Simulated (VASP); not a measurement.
# Ge (P6_3/mmc) in VASP: notebook, part 2 of 3

VASP 6.6.1. Earlier steps stand in the parts before.

### 3 Electric field gradients, PBEsol (volume scaled by 0.96)

File INCAR:

```
SYSTEM = Ge
PREC     = Accurate       ! precision mode
ENCUT    = 520            ! plane-wave cutoff, eV
EDIFF    = 1E-8           ! SCF threshold, eV
ISMEAR   = -1             ! smearing method
SIGMA    = 0.05           ! smearing width, eV
LREAL    = .FALSE.        ! projectors in reciprocal space
LASPH    = .TRUE.         ! aspherical terms in the spheres
NELM     = 100            ! most SCF steps
ALGO     = Normal         ! electronic algorithm
ISIF     = 2              ! what is computed and relaxed
LWAVE    = .FALSE.        ! write WAVECAR
LCHARG   = .FALSE.        ! write CHGCAR
GGA      = PS             ! functional
LEFG     = .TRUE.       
NBANDS   = 36             ! bands
```

File KPOINTS:

```
regular mesh
0
G
  11 11 6
  0 0 0
```

File POSCAR:

```
Ge
1.0
    3.9435577898      0.0000000000      0.0000000000
   -1.9717788949      3.4152212273      0.0000000000
    0.0000000000      0.0000000000      6.5101862333
Ge
4
Direct
    0.6666666667      0.3333333333      0.0629012500
    0.3333333333      0.6666666667      0.5629012500
    0.6666666667      0.3333333333      0.4370987500
    0.3333333333      0.6666666667      0.9370987500
```

Potentials or basis: VASP PAW PBE potentials, release 64 (Ge_d).

Command:

```bash
$ cat potpaw_PBE.64/Ge_d/POTCAR > POTCAR
$ mpirun -np 1 vasp_std > vasp.out
```

OUTCAR:

```text
SYSTEM = Ge
   PREC = Accurate
   ENCUT = 520
   EDIFF = 1E-8
   ISMEAR = -1
   LREAL = .FALSE.
   LASPH = .TRUE.
   NELM = 100
   ISIF = 2
   GGA = PS

 ion  position               nearest neighbor table
   1  0.667  0.333  0.063-   4 2.42   4 2.42   4 2.42   3 2.44
   2  0.333  0.667  0.563-   3 2.42   3 2.42   3 2.42   4 2.44
   3  0.667  0.333  0.437-   2 2.42   2 2.42   2 2.42   1 2.44
   4  0.333  0.667  0.937-   1 2.42   1 2.42   1 2.42   2 2.44

  LATTYP: Found a hexagonal cell.
 ALAT       =     3.9435577898
 C/A-ratio  =     1.6508408347

  Lattice vectors:

 A1 = (   3.9435577898,   0.0000000000,   0.0000000000)
 A2 = (  -1.9717788949,   3.4152212273,   0.0000000000)
 A3 = (   0.0000000000,   0.0000000000,   6.5101862333)

Analysis of symmetry for initial positions (statically):
=====================================================================
 Subroutine PRICEL returns:
 Original cell was already a primitive cell.

 Routine SETGRP: Setting up the symmetry group for a
 hexagonal supercell.

 Subroutine GETGRP returns: Found 24 space group operations
 (whereof 12 operations were pure point group operations)
 out of a pool of 24 trial point group operations.

The static configuration has the point symmetry D_3d.
 The point group associated with its full space group is D_6h.

Analysis of symmetry for dynamics (positions and initial velocities):
=====================================================================
 Subroutine PRICEL returns:
 Original cell was already a primitive cell.

 Routine SETGRP: Setting up the symmetry group for a
 hexagonal supercell.
[... 1104 lines left out ...]

  FORCE on cell =-STRESS in cart. coord.  units (eV):
  Direction    XX          YY          ZZ          XY          YZ          ZX
  --------------------------------------------------------------------------------------
  -------------------------------------------------------------------------------------
  Total        1.5948810      1.5948810      1.5420157      0.0000000      0.0000000      0.0000000
  in kB       29.1432786     29.1432786     28.1772701      0.0000000      0.0000000      0.0000000
  external PRESSURE =      28.8212758 kB  Pullay stress =       0.0000000 kB

 VOLUME and BASIS-vectors are now :
 -----------------------------------------------------------------------------
  energy-cutoff  :      520.00
  volume of cell :       87.68
      direct lattice vectors                 reciprocal lattice vectors
     3.943557790  0.000000000  0.000000000     0.253578127  0.146403400  0.000000000
    -1.971778895  3.415221227  0.000000000     0.000000000  0.292806800  0.000000000
     0.000000000  0.000000000  6.510186233     0.000000000  0.000000000  0.153605437

 POSITION                                       TOTAL-FORCE (eV/Angst)
 -----------------------------------------------------------------------------------
      1.97178      1.13841      0.40950         0.000000      0.000000      0.013569
     -0.00000      2.27681      3.66459        -0.000000      0.000000      0.013569
      1.97178      1.13841      2.84559        -0.000000      0.000000     -0.013569
     -0.00000      2.27681      6.10069         0.000000     -0.000000     -0.013569
 -----------------------------------------------------------------------------------
    total drift:                               -0.000000      0.000000     -0.000000

  FREE ENERGIE OF THE ION-ELECTRON SYSTEM (eV)
  ---------------------------------------------------
  free  energy   TOTEN  =       -19.6533974431 eV

  energy  without entropy=      -19.6523768502  energy(sigma->0) =      -19.65288715

 Electric field gradients (V/A^2)
---------------------------------------------------------------------
 ion       V_xx      V_yy      V_zz      V_xy      V_xz      V_yz
---------------------------------------------------------------------
   1      -4.234    -4.232     8.466     0.001     0.000    -0.000
   2      -4.234    -4.232     8.466     0.001    -0.000     0.000
   3      -4.234    -4.232     8.466     0.001    -0.000     0.000
   4      -4.234    -4.232     8.466     0.001     0.000    -0.000
---------------------------------------------------------------------

 Electric field gradients after diagonalization (V/A^2)
 (convention: |V_zz| > |V_xx| > |V_yy|)
----------------------------------------------------------------------
 ion       V_xx      V_yy      V_zz     asymmetry (V_yy - V_xx)/ V_zz
----------------------------------------------------------------------
   1      -4.234    -4.232     8.466       0.000
   2      -4.234    -4.232     8.466       0.000
   3      -4.234    -4.232     8.466       0.000
   4      -4.234    -4.232     8.466       0.000
----------------------------------------------------------------------

           NMR quadrupolar parameters

 Cq : quadrupolar parameter    Cq=e*Q*V_zz/h
 eta: asymmetry parameters     (V_yy - V_xx)/ V_zz
 Q  : nuclear electric quadrupole moment in mb (millibarn)
----------------------------------------------------------------------
 ion       Cq(MHz)       eta       Q (mb)
----------------------------------------------------------------------
   1       0.020       0.000       1.000
   2       0.020       0.000       1.000
   3       0.020       0.000       1.000
   4       0.020       0.000       1.000
----------------------------------------------------------------------
```

stdout:

```text
POSCAR found type information on POSCAR Ge
 POSCAR found :  1 types and       4 ions
 scaLAPACK will be used
 -----------------------------------------------------------------------------
|                                                                             |
|                                                                             |
|     You enforced a specific xc type in the INCAR file but a different       |
|     I HOPE YOU KNOW WHAT YOU ARE DOING!                                     |
|                                                                             |
 -----------------------------------------------------------------------------

 LDA part: xc-table for (Slater+PW92), standard interpolation
 POSCAR, INCAR and KPOINTS ok, starting setup
 FFT: planning ... GRIDC
 FFT: planning ... GRID_SOFT
 FFT: planning ... GRID
 WAVECAR not read
 entering main loop
ion   1

ion   2

ion   3

ion   4
```

Run time: 4.4 min. Hardware: 1 thread of Oxide Virtual Turin-like, shared host; peak memory 0.24 GiB.

What came out:

* Free energy: -19.6534 eV
* Pressure: 2.9 GPa
* Largest force: 0.014 eV/Å
* Band gap on the k mesh: zero (band 28 reaches 5.37 eV, above the bottom of band 29 at 5.30 eV)

Forces in eV/Å, atoms in the order of the input:
```
Ge   0.000  0.000  0.014
Ge   0.000  0.000  0.014
Ge   0.000  0.000 -0.014
Ge   0.000  0.000 -0.014
```

Electric field gradients, principal values (V/Å²):
```csv
atom,least,middle,greatest (by size)
1 Ge,-4.232,-4.234,8.466
2 Ge,-4.232,-4.234,8.466
3 Ge,-4.232,-4.234,8.466
4 Ge,-4.232,-4.234,8.466
```

Caveat: without QUAD_EFG the Cq values of the log hold for a quadrupole moment of 1 mb, not for the nuclei; the PAW data sets were made with another functional, which shifts forces and pressure a little.

### 4 Electric field gradients, PBEsol (volume scaled by 0.98)

File INCAR:

```
ALGO = Normal ; EDIFF = 1E-8
ENCUT = 520 ; GGA = PS
ISIF = 2 ; ISMEAR = -1
LASPH = T ; LCHARG = F
LEFG = T ; LREAL = F
LWAVE = F ; NBANDS = 36
NELM = 60 ; PREC = Accurate
SIGMA = 0.05
```

File KPOINTS:

```
k-points
0
Gamma
  11 11 6
```

File POSCAR:

```
Ge
1.0
    3.9707555995      0.0000000000      0.0000000000
   -1.9853777998      3.4387752214      0.0000000000
    0.0000000000      0.0000000000      6.5550854883
Ge
4
Direct
    0.6666666667      0.3333333333      0.0629012500
    0.3333333333      0.6666666667      0.5629012500
    0.6666666667      0.3333333333      0.4370987500
    0.3333333333      0.6666666667      0.9370987500
```

Potentials or basis: VASP PAW PBE potentials, release 64 (Ge_d).

Command:

```bash
$ cat potpaw_PBE.64/Ge_d/POTCAR > POTCAR
$ mpirun -np 1 vasp_std > vasp.out
```

OUTCAR:

```text
EDIFF = 1E-8
   ENCUT = 520
   GGA = PS
   ISIF = 2
   ISMEAR = -1
   LASPH = T
   LREAL = F
   NELM = 60
   PREC = Accurate

 ion  position               nearest neighbor table
   1  0.667  0.333  0.063-   4 2.44   4 2.44   4 2.44   3 2.45
   2  0.333  0.667  0.563-   3 2.44   3 2.44   3 2.44   4 2.45
   3  0.667  0.333  0.437-   2 2.44   2 2.44   2 2.44   1 2.45
   4  0.333  0.667  0.937-   1 2.44   1 2.44   1 2.44   2 2.45

  LATTYP: Found a hexagonal cell.
 ALAT       =     3.9707555995
 C/A-ratio  =     1.6508408347

  Lattice vectors:

 A1 = (   3.9707555995,   0.0000000000,   0.0000000000)
 A2 = (  -1.9853777998,   3.4387752214,   0.0000000000)
 A3 = (   0.0000000000,   0.0000000000,   6.5550854883)

Analysis of symmetry for initial positions (statically):
=====================================================================
 Subroutine PRICEL returns:
 Original cell was already a primitive cell.

 Routine SETGRP: Setting up the symmetry group for a
 hexagonal supercell.

 Subroutine GETGRP returns: Found 24 space group operations
 (whereof 12 operations were pure point group operations)
 out of a pool of 24 trial point group operations.

The static configuration has the point symmetry D_3d.
 The point group associated with its full space group is D_6h.

Analysis of symmetry for dynamics (positions and initial velocities):
=====================================================================
 Subroutine PRICEL returns:
[... 1103 lines left out ...]
     36      11.8862      0.00000

 [... further k-points ...]

------------------------ aborting loop because EDIFF is reached ----------------------------------------

  FORCE on cell =-STRESS in cart. coord.  units (eV):
  Direction    XX          YY          ZZ          XY          YZ          ZX
  --------------------------------------------------------------------------------------
  -------------------------------------------------------------------------------------
  Total        0.7354133      0.7354133      0.6686933     -0.0000000      0.0000000      0.0000000
  in kB       13.1639668     13.1639668     11.9696726     -0.0000000      0.0000000      0.0000000
  external PRESSURE =      12.7658688 kB  Pullay stress =       0.0000000 kB

 VOLUME and BASIS-vectors are now :
 -----------------------------------------------------------------------------
  energy-cutoff  :      520.00
  volume of cell :       89.51
      direct lattice vectors                 reciprocal lattice vectors
     3.970755599  0.000000000  0.000000000     0.251841236  0.145400606  0.000000000
    -1.985377800  3.438775221  0.000000000     0.000000000  0.290801211  0.000000000
     0.000000000  0.000000000  6.555085488     0.000000000  0.000000000  0.152553312

 POSITION                                       TOTAL-FORCE (eV/Angst)
 -----------------------------------------------------------------------------------
      1.98538      1.14626      0.41232        -0.000000     -0.000000      0.004762
     -0.00000      2.29252      3.68987        -0.000000     -0.000000      0.004762
      1.98538      1.14626      2.86522         0.000000      0.000000     -0.004762
     -0.00000      2.29252      6.14276         0.000000      0.000000     -0.004762
 -----------------------------------------------------------------------------------
    total drift:                               -0.000000      0.000000     -0.000000

  FREE ENERGIE OF THE ION-ELECTRON SYSTEM (eV)
  ---------------------------------------------------
  free  energy   TOTEN  =       -19.6774753413 eV

  energy  without entropy=      -19.6763723967  energy(sigma->0) =      -19.67692387

 Electric field gradients (V/A^2)
---------------------------------------------------------------------
 ion       V_xx      V_yy      V_zz      V_xy      V_xz      V_yz
---------------------------------------------------------------------
   1      -4.055    -4.056     8.111    -0.001     0.000    -0.000
   2      -4.055    -4.056     8.111    -0.001    -0.000     0.000
   3      -4.055    -4.056     8.111    -0.001    -0.000     0.000
   4      -4.055    -4.056     8.111    -0.001     0.000    -0.000
---------------------------------------------------------------------

 Electric field gradients after diagonalization (V/A^2)
 (convention: |V_zz| > |V_xx| > |V_yy|)
----------------------------------------------------------------------
 ion       V_xx      V_yy      V_zz     asymmetry (V_yy - V_xx)/ V_zz
----------------------------------------------------------------------
   1      -4.057    -4.054     8.111       0.000
   2      -4.057    -4.054     8.111       0.000
   3      -4.057    -4.054     8.111       0.000
   4      -4.057    -4.054     8.111       0.000
----------------------------------------------------------------------

           NMR quadrupolar parameters

 Cq : quadrupolar parameter    Cq=e*Q*V_zz/h
 eta: asymmetry parameters     (V_yy - V_xx)/ V_zz
 Q  : nuclear electric quadrupole moment in mb (millibarn)
----------------------------------------------------------------------
 ion       Cq(MHz)       eta       Q (mb)
----------------------------------------------------------------------
   1       0.020       0.000       1.000
   2       0.020       0.000       1.000
   3       0.020       0.000       1.000
   4       0.020       0.000       1.000
----------------------------------------------------------------------
```

OSZICAR:

```text
N       E                     dE             d eps       ncg     rms          rms(c)
DAV:   1     0.498064097835E+03    0.49806E+03   -0.28316E+04  5384   0.432E+03
DAV:   2     0.672109570067E+02   -0.43085E+03   -0.42012E+03  4608   0.820E+02
DAV:   3    -0.151730731178E+02   -0.82384E+02   -0.81162E+02  4964   0.207E+02
DAV:   4    -0.199028422292E+02   -0.47298E+01   -0.47103E+01  5476   0.580E+01
DAV:   5    -0.199952010261E+02   -0.92359E-01   -0.92333E-01  5148   0.908E+00    0.471E+00
DAV:   6    -0.197786721122E+02    0.21653E+00   -0.10240E-01  5496   0.284E+00    0.267E+00
DAV:   7    -0.196746369528E+02    0.10404E+00   -0.14498E-01  4892   0.275E+00    0.208E-01
DAV:   8    -0.196769311240E+02   -0.22942E-02   -0.15902E-02  5208   0.125E+00    0.107E-01
DAV:   9    -0.196774363617E+02   -0.50524E-03   -0.50244E-04  5320   0.144E-01    0.271E-02
DAV:  10    -0.196774681989E+02   -0.31837E-04   -0.85827E-05  6012   0.123E-01    0.875E-03
DAV:  11    -0.196774747949E+02   -0.65960E-05   -0.98832E-06  5012   0.182E-02    0.274E-03
DAV:  12    -0.196774754051E+02   -0.61014E-06   -0.93971E-07  5984   0.670E-03    0.828E-04
DAV:  13    -0.196774753342E+02    0.70841E-07   -0.74389E-08  4128   0.203E-03    0.277E-04
DAV:  14    -0.196774753413E+02   -0.70268E-08   -0.10300E-08  3700   0.685E-04
   1 F= -.19677475E+02 E0= -.19676924E+02  d E =-.110294E-02
```

Wall time 3.3 min (1 thread of Oxide Virtual Turin-like, shared host); peak memory 0.25 GiB.

What came out:

```yaml
Free_energy: -19.6775 eV
Pressure: 1.3 GPa
Largest_force: 0.005 eV/Å
Band_gap_on_the_k_mesh: zero (band 28 reaches 5.15 eV, above the bottom of band 29 at 5.03 eV)
```

Forces on the atoms (eV/Å):
```
Ge   0.000  0.000  0.005
Ge   0.000  0.000  0.005
Ge   0.000  0.000 -0.005
Ge   0.000  0.000 -0.005
```

Electric field gradients, principal values (V/Å²):
| atom | least | middle | greatest (by size) |
| --- | --- | --- | --- |
| 1 Ge | -4.054 | -4.057 | 8.111 |
| 2 Ge | -4.054 | -4.057 | 8.111 |
| 3 Ge | -4.054 | -4.057 | 8.111 |
| 4 Ge | -4.054 | -4.057 | 8.111 |

Caveat: without QUAD_EFG the Cq values of the log hold for a quadrupole moment of 1 mb, not for the nuclei; the PAW data sets were made with another functional, which shifts forces and pressure a little.

(Part 2 of 3 ends here.)
